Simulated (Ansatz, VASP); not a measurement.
# One calculation of NiO, two programs

```
Ni O
1.0
     0.00000    2.13355    2.13355
     2.13355    0.00000    2.13355
     2.13355    2.13355    0.00000
Ni O
1 1
Direct
  0.00000 0.00000 0.00000
  0.50000 0.50000 0.50000
```

Alike in both runs: task relaxation of cell and atoms; functional PBE; k mesh 12 × 12 × 12; occupations gaussian, width 0.02 eV; collinear spin; Hubbard terms Ni d U = 6.2 eV.

|  | VASP | Ansatz |
| --- | --- | --- |
| version | VASP 6.6.1 | Ansatz 0.2.0 |
| potentials or method | VASP PAW PBE potentials, release 64 (Ni, O), cutoff 600 eV | scalar-relativistic, plane waves, PAW |
| valence electrons in the cell | 16 | 24 |

```tsv
	VASP	Ansatz	Ansatz less VASP
gap on the k mesh at the Fermi level, each at its own relaxed structure (eV)	2.55	1.94	-0.609
net moment per atom (μB)	1.00	1.00	0.000
size of the moment on the site where the two differ most (μB)	1.82	1.74	-0.087
relaxed volume (Å³/atom)	9.23	9.71	+0.485
relaxed cell length with the largest relative difference (Å)	2.966	3.018	+0.0511
```

Site moments also hang on the region over which each program counts them. The programs project onto different local orbitals, so the same U acts differently, and such runs can settle in different states. VASP's potentials hold 16 valence electrons a cell and Ansatz's 24, so a difference there can come from the potentials and not from the codes.
